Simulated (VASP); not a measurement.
# CsSnI3 (Pm-3m) in VASP: further runs

CsSnI3 is run at these levels: PBEsol+D3(BJ), PBEsol+D4, LDA, SVWN5; tasks: relaxation of cell and atoms, single point.

Everything below comes from runs of VASP 6.6.1. Logs are shortened: lines on timing, memory, paths and dates and some standing lists are left out, and cuts for length are marked.

## 1. The cell of the first run

The structure is cubic, space group Pm-3m (No. 221). The conventional cell has a = 6.206 Å, b = 6.206 Å, c = 6.206 Å, α = 90.00°, β = 90.00°, γ = 90.00°. Within 5.8 Å of Cs (site symmetry m-3m) lie 12 I at 4.39 Å and 8 Sn at 5.37 Å. Within 4.1 Å of I (site symmetry 4/mmm) lie 2 Sn at 3.10 Å. Within 4.1 Å of Sn (site symmetry m-3m) lie 6 I at 3.10 Å.

## 2. Relaxation of cell and atoms, PBEsol+D3(BJ)

The input, INCAR:

```
SYSTEM = CsSnI3
PREC     = Accurate       ! precision mode
ENCUT    = 600            ! plane-wave cutoff, eV
EDIFF    = 1E-6           ! SCF threshold, eV
ISMEAR   = -1             ! smearing method
SIGMA    = 0.05           ! smearing width, eV
LREAL    = .False.        ! projectors in reciprocal space
LASPH    = .True.         ! aspherical terms in the spheres
NELM     = 60             ! most SCF steps
ALGO     = Normal         ! electronic algorithm
ISIF     = 3              ! what is computed and relaxed
LWAVE    = .False.        ! write WAVECAR
LCHARG   = .False.        ! write CHGCAR
GGA      = PS             ! functional
IVDW     = 12             ! dispersion correction
IBRION   = 2              ! ionic algorithm
NSW      = 60             ! ionic steps
EDIFFG   = -0.01          ! ionic threshold
```

The input, KPOINTS:

```
regular mesh
0
Gamma
  5 5 5
  0 0 0
```

The input, POSCAR:

```
CsSnI3
1.0
    6.2057000000      0.0000000000      0.0000000000
    0.0000000000      6.2057000000      0.0000000000
    0.0000000000      0.0000000000      6.2057000000
Cs I Sn
1 3 1
Direct
    0.0000000000      0.0000000000      0.0000000000
    0.5000000000      0.5000000000      0.0000000000
    0.5000000000      0.0000000000      0.5000000000
    0.0000000000      0.5000000000      0.5000000000
    0.5000000000      0.5000000000      0.5000000000
```

Potentials or basis: VASP PAW PBE potentials, release 64 (Cs_sv, I, Sn_d).

Started as:

```bash
$ cat potpaw_PBE.64/Cs_sv/POTCAR potpaw_PBE.64/I/POTCAR potpaw_PBE.64/Sn_d/POTCAR > POTCAR
$ mpirun -np 1 vasp_std > vasp.out
```

OUTCAR:

```text
SYSTEM = CsSnI3
   PREC = Accurate
   ENCUT = 600
   EDIFF = 1E-6
   ISMEAR = -1
   LREAL = .False.
   LASPH = .True.
   NELM = 60
   ISIF = 3
   GGA = PS
   IVDW = 12
   IBRION = 2
   NSW = 60
   EDIFFG = -0.01
 IVDW          = 12

 ion  position               nearest neighbor table
   1  0.000  0.000  0.000-
   2  0.500  0.500  0.000-   5 3.10   5 3.10
   3  0.500  0.000  0.500-   5 3.10   5 3.10
   4  0.000  0.500  0.500-   5 3.10   5 3.10
   5  0.500  0.500  0.500-   2 3.10   3 3.10   4 3.10   2 3.10   3 3.10   4 3.10

  LATTYP: Found a simple cubic cell.
 ALAT       =     6.2057000000

  Lattice vectors:

 A1 = (   6.2057000000,   0.0000000000,   0.0000000000)
 A2 = (   0.0000000000,   6.2057000000,   0.0000000000)
 A3 = (   0.0000000000,   0.0000000000,   6.2057000000)

Analysis of symmetry for initial positions (statically):
=====================================================================
 Subroutine PRICEL returns:
 Original cell was already a primitive cell.

 Routine SETGRP: Setting up the symmetry group for a
 simple cubic supercell.

 Subroutine GETGRP returns: Found 48 space group operations
 (whereof 48 operations were pure point group operations)
 out of a pool of 48 trial point group operations.

The static configuration has the point symmetry O_h .

Analysis of symmetry for dynamics (positions and initial velocities):
=====================================================================
 Subroutine PRICEL returns:
 Original cell was already a primitive cell.

 Routine SETGRP: Setting up the symmetry group for a
 simple cubic supercell.

 Subroutine GETGRP returns: Found 48 space group operations
 (whereof 48 operations were pure point group operations)
 out of a pool of 48 trial point group operations.

The dynamic configuration has the point symmetry O_h .

 Subroutine INISYM returns: Found 48 space group operations
 (whereof 48 operations are pure point group operations),
 and found     1 'primitive' translations

----------------------------------------------------------------------------------------

                                     Primitive cell

  volume of cell :     238.9859

  direct lattice vectors                    reciprocal lattice vectors
     6.205700000  0.000000000  0.000000000     0.161142176  0.000000000  0.000000000
     0.000000000  6.205700000  0.000000000     0.000000000  0.161142176  0.000000000
     0.000000000  0.000000000  6.205700000     0.000000000  0.000000000  0.161142176

  length of vectors
     6.205700000  6.205700000  6.205700000     0.161142176  0.161142176  0.161142176

  position of ions in fractional coordinates (direct lattice)
     0.000000000  0.000000000  0.000000000
     0.500000000  0.500000000  0.000000000
     0.500000000  0.000000000  0.500000000
     0.000000000  0.500000000  0.500000000
     0.500000000  0.500000000  0.500000000

  ion indices of the primitive-cell ions
   primitive index   ion index
                 1           1
                 2           2
                 3           3
                 4           4
                 5           5

----------------------------------------------------------------------------------------

 KPOINTS: regular mesh

Automatic generation of k-mesh.
 Grid dimensions read from file:
 generate k-points for:    5    5    5

 Generating k-lattice:

  Cartesian coordinates                     Fractional coordinates (reciprocal lattice)
     0.032228435  0.000000000  0.000000000     0.200000000  0.000000000  0.000000000
     0.000000000  0.032228435  0.000000000     0.000000000  0.200000000  0.000000000
     0.000000000  0.000000000  0.032228435     0.000000000  0.000000000  0.200000000

  Length of vectors
     0.032228435  0.032228435  0.032228435

  Shift w.r.t. Gamma in fractional coordinates (k-lattice)
     0.000000000  0.000000000  0.000000000

 Subroutine IBZKPT returns following result:
 ===========================================

 Found     10 irreducible k-points:

 Following reciprocal coordinates:
            Coordinates               Weight
  0.000000  0.000000  0.000000      1.000000
  0.200000  0.000000  0.000000      6.000000
  0.400000  0.000000  0.000000      6.000000
  0.200000  0.200000  0.000000     12.000000
  0.400000  0.200000  0.000000     24.000000
  0.400000  0.400000  0.000000     12.000000
  0.200000  0.200000  0.200000      8.000000
  0.400000  0.200000  0.200000     24.000000
  0.400000  0.400000  0.200000     24.000000
  0.400000  0.400000  0.400000      8.000000
   k-points           NKPTS =     10   k-points in BZ     NKDIM =     10   number of bands    NBANDS=     26
   number of dos      NEDOS =    301   number of ions     NIONS =      5
   total plane-waves  NPLWV = 125000
   dimension x,y,z NGX =    50 NGY =   50 NGZ =   50
   dimension x,y,z NGXF=   100 NGYF=  100 NGZF=  100
   ions per type =               1   3   1
   NGX,Y,Z   is equivalent  to a cutoff of  13.39, 13.39, 13.39 a.u.
[... 27 lines left out ...]
   EFERMI_NEDOS =   21; number of points for ismear=-14 and -15
   IALGO  =     38    algorithm
   IMIX   =      4    mixing-type and parameters
     AMIX     =   0.40;   BMIX     =  1.00
     AMIX_MAG =   1.60;   BMIX_MAG =  1.00
  volume/ion in A,a.u.               =      47.80       322.55
  Fermi-wavevector in a.u.,A,eV,Ry     =   0.931326  1.759950 11.801253  0.867368
  Thomas-Fermi vector in A             =   2.057807
   LORBIT       =      0    0 simple, 1 ext, 2 COOP (PROOUT), +10 PAW based schemes
   GGA     = PS    functional components
   LHFCALC =     F    Hartree Fock is set to
   AEXX    =    0.0000 exact exchange contribution
   IVDW    =    12    specifies the selected vdW correction
   LEPSILON=     F    determine dielectric tensor
   LRPA    =     F    only Hartree local field effects (RPA)
 conjugate gradient relaxation of ions
 non-spin polarized calculation
  energy-cutoff  :      600.00
  volume of cell :      238.99
 maximum number of plane-waves:      8025
 NGX is ok and might be reduce to    50
   NGX = 25   NGY = 25   NGZ = 25

--------------------------------------- Ionic step        1  -------------------------------------------

 number of electron      43.9999989 magnetization

 Free energy of the ion-electron system (eV)
  ---------------------------------------------------
  ext. energy  EPLUGINS =         0.00000000
  ---------------------------------------------------
  free energy    TOTEN  =       -15.10671603 eV

  energy without entropy =      -15.10671602  energy(sigma->0) =      -15.10671602

------------------------ aborting loop because EDIFF is reached ----------------------------------------

 Edisp (eV)   -1.24038

 E8    (eV) :    -0.8745

  FORCE on cell =-STRESS in cart. coord.  units (eV):
  Direction    XX          YY          ZZ          XY          YZ          ZX
  --------------------------------------------------------------------------------------
  -------------------------------------------------------------------------------------
  Total      -2.25954    -2.25954    -2.25954    -0.00000    -0.00000     0.00000
  in kB     -15.14808   -15.14808   -15.14808    -0.00000    -0.00000     0.00000
  external pressure =      -15.15 kB  Pullay stress =        0.00 kB

 VOLUME and BASIS-vectors are now :
 -----------------------------------------------------------------------------
  energy-cutoff  :      600.00
  volume of cell :      238.99
      direct lattice vectors                 reciprocal lattice vectors
     6.205700000  0.000000000  0.000000000     0.161142176  0.000000000  0.000000000
     0.000000000  6.205700000  0.000000000     0.000000000  0.161142176  0.000000000
     0.000000000  0.000000000  6.205700000     0.000000000  0.000000000  0.161142176
[... 44 lines left out ...]
 POSITION                                       TOTAL-FORCE (eV/Angst)
 -----------------------------------------------------------------------------------
      0.00000      0.00000      0.00000         0.000000      0.000000      0.000000
      3.03520      3.03520      0.00000        -0.000000      0.000000      0.000000
      3.03520     -0.00000      3.03520        -0.000000      0.000000      0.000000
     -0.00000      3.03520      3.03520         0.000000      0.000000      0.000000
      3.03520      3.03520      3.03520         0.000000     -0.000000      0.000000
 -----------------------------------------------------------------------------------
    total drift:                                0.000000     -0.000000      0.000000

  FREE ENERGIE OF THE ION-ELECTRON SYSTEM (eV)
  ---------------------------------------------------
  free  energy   TOTEN  =       -16.4443553120 eV

  energy  without entropy=      -16.4443552928  energy(sigma->0) =      -16.44435530

--------------------------------------- Ionic step        3  -------------------------------------------

 number of electron      44.0000011 magnetization

 Free energy of the ion-electron system (eV)
  ---------------------------------------------------
  ext. energy  EPLUGINS =         0.00000000
  ---------------------------------------------------
  free energy    TOTEN  =       -15.09650566 eV

  energy without entropy =      -15.09650563  energy(sigma->0) =      -15.09650565

 E-fermi :   3.5616     XC(G=0):  -8.0753

 val. band max:        2.7566241101   @ k =   0.4000   0.4000   0.4000
 cond. band min:       4.4011691149   @ k =   0.4000   0.4000   0.4000
 fundamental gap:      1.6445450048
 Fermi energy:         3.5615606450

 k-point     1 :       0.0000    0.0000    0.0000
  band No.  band energies     occupation
      1     -18.7479      2.00000
      2     -18.3796      2.00000
      3     -18.3796      2.00000
      4     -18.3427      2.00000
      5     -18.3427      2.00000
      6     -18.3427      2.00000
[... 18 lines left out ...]
     25       6.3164      0.00000
     26       6.6481      0.00000
[... 285 lines left out ...]
 POSITION                                       TOTAL-FORCE (eV/Angst)
 -----------------------------------------------------------------------------------
      0.00000      0.00000      0.00000        -0.000000      0.000000      0.000000
      3.01143      3.01143      0.00000        -0.000000      0.000000      0.000000
      3.01143     -0.00000      3.01143        -0.000000      0.000000      0.000000
     -0.00000      3.01143      3.01143         0.000000      0.000000      0.000000
      3.01143      3.01143      3.01143         0.000000     -0.000000      0.000000
 -----------------------------------------------------------------------------------
    total drift:                                0.000000     -0.000000      0.000000

  FREE ENERGIE OF THE ION-ELECTRON SYSTEM (eV)
  ---------------------------------------------------
  free  energy   TOTEN  =       -16.4523561858 eV

  energy  without entropy=      -16.4523561627  energy(sigma->0) =      -16.45235617

 reached required accuracy - stopping structural energy minimisation
```

Wall time 3.2 min (1 thread of Oxide Virtual Turin-like, shared host); peak memory 0.39 GiB.

What came out:

- Free energy: -16.4524 eV
- Relaxed volume: 43.70 Å³/atom
- Relaxed cell: a = 6.023 Å, b = 6.023 Å, c = 6.023 Å, α = 90.00°, β = 90.00°, γ = 90.00°
- Space group after relaxing (to 0.05 Å): Pm-3m (No. 221)
- Energy gained by relaxing: 21.1 meV/atom
- Ionic steps: 3
- Pressure after relaxing: 0.0 GPa
- Band gap on the k mesh: 1.64 eV, direct
- Dispersion energy per atom: -0.271 eV

The path:
```csv
step,energy change (eV),largest force (eV/Å),pressure (GPa),volume (Å³)
1,0.0000,0.0000,-1.51,238.99
2,-0.0973,0.0000,-0.47,223.69
3,-0.1053,0.0000,-0.01,218.48
```

Final structure:
```cif
data_structure
_symmetry_space_group_name_H-M 'P 1'
_symmetry_Int_Tables_number 1
_cell_length_a 6.0229
_cell_length_b 6.0229
_cell_length_c 6.0229
_cell_angle_alpha 90.000
_cell_angle_beta 90.000
_cell_angle_gamma 90.000
_cell_volume 218.48
loop_
_atom_site_label
_atom_site_type_symbol
_atom_site_fract_x
_atom_site_fract_y
_atom_site_fract_z
_atom_site_occupancy
Cs1 Cs 0.00000 0.00000 0.00000 1
I1 I 0.50000 0.50000 0.00000 1
I2 I 0.50000 0.00000 0.50000 1
I3 I 0.00000 0.50000 0.50000 1
Sn1 Sn 0.50000 0.50000 0.50000 1
```

Levels at points of the mesh, in eV from the valence-band top:
```
           k point  band 18  band 19  band 20  band 21  band 22  band 23  band 24  band 25  band 26
(0.00, 0.00, 0.00)    -1.78    -1.78    -1.56    -1.56    -1.56     2.79     3.56     3.56     3.89
```

Caveat: the PAW data sets were made with another functional, which shifts forces and pressure a little; spin-orbit coupling is left out, which moves the levels of the heavy elements.

## 3. Relaxation of cell and atoms, PBEsol+D4

The input, INCAR:

```
  ALGO = Normal
  EDIFF = 1E-7
  EDIFFG = -0.01
  ENCUT = 600
  GGA = PS
  IBRION = 2
  ISIF = 3
  ISMEAR = -1
  IVDW = 13
  LASPH = True
  LCHARG = False
  LREAL = False
  LWAVE = False
  NELM = 80
  NSW = 60
  PREC = Accurate
  SIGMA = 0.05
```

The input, KPOINTS:

```
k-points
0
Gamma
  5 5 5
```

POSCAR is that of step 2.

Potentials or basis: VASP PAW PBE potentials, release 64 (Cs_sv, I, Sn_d).

Started as:

```bash
$ cat potpaw_PBE.64/Cs_sv/POTCAR potpaw_PBE.64/I/POTCAR potpaw_PBE.64/Sn_d/POTCAR > POTCAR
$ mpirun -np 1 vasp_std > vasp.out
```

Wall time 2.6 min (1 thread of Oxide Virtual Turin-like, shared host); peak memory 0.38 GiB.

Results (log left out):

* Free energy: -15.8716 eV
* Relaxed volume: 44.61 Å³/atom
* Relaxed cell: a = 6.064 Å, b = 6.064 Å, c = 6.064 Å, α = 90.00°, β = 90.00°, γ = 90.00°
* Space group after relaxing (to 0.05 Å): Pm-3m (No. 221)
* Energy gained by relaxing: 4.8 meV/atom
* Ionic steps: 3
* Pressure after relaxing: 0.0 GPa
* Band gap on the k mesh: 1.66 eV, direct
* Dispersion energy per atom: -0.151 eV

The path:
```tsv
step	energy change (eV)	largest force (eV/Å)	pressure (GPa)	volume (Å³)
1	0.0000	0.0000	-1.16	238.99
2	-0.0577	0.0000	-0.36	227.20
3	-0.0240	0.0000	0.01	223.03
```

Final structure:
```cif
data_structure
_symmetry_space_group_name_H-M 'P 1'
_symmetry_Int_Tables_number 1
_cell_length_a 6.0644
_cell_length_b 6.0644
_cell_length_c 6.0644
_cell_angle_alpha 90.000
_cell_angle_beta 90.000
_cell_angle_gamma 90.000
_cell_volume 223.03
loop_
_atom_site_label
_atom_site_type_symbol
_atom_site_fract_x
_atom_site_fract_y
_atom_site_fract_z
_atom_site_occupancy
Cs1 Cs 0.00000 0.00000 0.00000 1
I1 I 0.50000 0.50000 0.00000 1
I2 I 0.50000 0.00000 0.50000 1
I3 I 0.00000 0.50000 0.50000 1
Sn1 Sn 0.50000 0.50000 0.50000 1
```

Levels at points of the mesh, in eV from the valence-band top:
```tsv
k point	band 19	band 20	band 21	band 22	band 23	band 24	band 25	band 26
(0.00, 0.00, 0.00)	-1.70	-1.49	-1.49	-1.49	2.83	3.65	3.65	3.98
```

Caveat: the PAW data sets were made with another functional, which shifts forces and pressure a little; spin-orbit coupling is left out, which moves the levels of the heavy elements. A k mesh can miss the band edges.

## 4. Single point, LDA

This run uses another cell than the first one, of 43.66 Å³/atom, 0.913 times its volume.

The input, INCAR:

```
SYSTEM = CsSnI3
  PREC = Accurate
  ENCUT = 520
  EDIFF = 1E-6
  ISMEAR = -1
  SIGMA = 0.05
  LREAL = .False.
  LASPH = .True.
  NELM = 100
  ALGO = Normal
  ISIF = 2
  LWAVE = .False.
  LCHARG = .True.
  GGA = CA
  LELF = .True.
  LVHAR = .True.
  NBANDS = 30
```

The input, KPOINTS:

```
Automatic mesh
0
Gamma
  5 5 5
  0 0 0
```

Edit POSCAR of step 3 so:

```diff
@@ -2,5 +2,5 @@
 1.0
-    6.2057000000      0.0000000000      0.0000000000
-    0.0000000000      6.2057000000      0.0000000000
-    0.0000000000      0.0000000000      6.2057000000
+    6.0210126402      0.0000000000      0.0000000000
+    0.0000000000      6.0210126402      0.0000000000
+    0.0000000000      0.0000000000      6.0210126402
 Cs I Sn
```

Potentials or basis: VASP PAW LDA potentials, release 64 (Cs_sv, I, Sn_d).

Started as:

```bash
$ cat potpaw_LDA.64/Cs_sv/POTCAR potpaw_LDA.64/I/POTCAR potpaw_LDA.64/Sn_d/POTCAR > POTCAR
$ mpirun -np 1 vasp_std > vasp.out
```

Wall time 77 s (1 thread of Oxide Virtual Turin-like, shared host); peak memory 0.26 GiB.

Results (log left out):

```
Free energy            : -16.1511 eV
Pressure               : 0.0 GPa
Band gap on the k mesh : 1.66 eV, direct
```

Levels at points of the mesh, in eV from the valence-band top:
```csv
k point,band 19,band 20,band 21,band 22,band 23,band 24,band 25,band 26
"(0.00, 0.00, 0.00)",-1.72,-1.51,-1.51,-1.51,2.66,3.47,3.47,3.88
```

Caveat: spin-orbit coupling is left out, which moves the levels of the heavy elements. A k mesh can miss the band edges.

## 5. Single point, SVWN5

This run uses another cell than the first one, of 43.63 Å³/atom, 0.913 times its volume.

The input, INCAR:

```
PREC = Accurate
ENCUT = 520
EDIFF = 1E-7
ISMEAR = -1
SIGMA = 0.05
LREAL = False
LASPH = True
NELM = 60
ALGO = Normal
ISIF = 2
LWAVE = False
LCHARG = True
GGA = VW
LELF = True
LVHAR = True
NBANDS = 30
```

The input, KPOINTS:

```
Automatic mesh
0
Gamma
  5 5 5
```

Edit POSCAR of step 4 so:

```diff
@@ -2,5 +2,5 @@
 1.0
-    6.0210126402      0.0000000000      0.0000000000
-    0.0000000000      6.0210126402      0.0000000000
-    0.0000000000      0.0000000000      6.0210126402
+    6.0196166842      0.0000000000      0.0000000000
+    0.0000000000      6.0196166842      0.0000000000
+    0.0000000000      0.0000000000      6.0196166842
 Cs I Sn
```

Potentials or basis: VASP PAW PBE potentials, release 64 (Cs_sv, I, Sn_d).

Started as:

```bash
$ cat potpaw_PBE.64/Cs_sv/POTCAR potpaw_PBE.64/I/POTCAR potpaw_PBE.64/Sn_d/POTCAR > POTCAR
$ mpirun -np 1 vasp_std > vasp.out
```

Wall time 84 s (1 thread of Oxide Virtual Turin-like, shared host); peak memory 0.25 GiB.

The run converged. Its results:

```yaml
Free_energy: -16.1827 eV
Pressure: 0.0 GPa
Band_gap_on_the_k_mesh: 1.67 eV, direct
```

Levels at points of the mesh, in eV from the valence-band top:
| k point | band 19 | band 20 | band 21 | band 22 | band 23 | band 24 | band 25 | band 26 |
| --- | --- | --- | --- | --- | --- | --- | --- | --- |
| (0.00, 0.00, 0.00) | -1.71 | -1.49 | -1.49 | -1.49 | 2.67 | 3.49 | 3.49 | 3.91 |

Caveat: the PAW data sets were made with another functional, which shifts forces and pressure a little; spin-orbit coupling is left out, which moves the levels of the heavy elements. A k mesh can miss the band edges.

## 6. The runs side by side

```csv
task,level,potentials or basis,cell,cutoff (eV),gap on the mesh (eV),pressure (GPa),relaxed volume (Å³/atom)
relaxation of cell and atoms,PBEsol+D3(BJ),"VASP PAW PBE potentials, release 64 (Cs_sv, I, Sn_d)","relaxed from a = 6.206 Å, 5 atoms",600,1.64,0.0,43.70
relaxation of cell and atoms,PBEsol+D4,"VASP PAW PBE potentials, release 64 (Cs_sv, I, Sn_d)","relaxed from a = 6.206 Å, 5 atoms",600,1.66,0.0,44.61
single point,LDA,"VASP PAW LDA potentials, release 64 (Cs_sv, I, Sn_d)","a = 6.021 Å, 5 atoms",520,1.66,0.0,-
single point,SVWN5,"VASP PAW PBE potentials, release 64 (Cs_sv, I, Sn_d)","a = 6.020 Å, 5 atoms",520,1.67,0.0,-
```

Alike in all rows: no spin polarisation; k mesh 5 × 5 × 5; smearing fermi-dirac 0.05 eV.

Caveats: spin-orbit coupling is left out, which moves the levels of the heavy elements; the PAW data sets were made with another functional, which shifts forces and pressure a little (some runs).

Absolute energies hang on the potentials; compare differences alone.
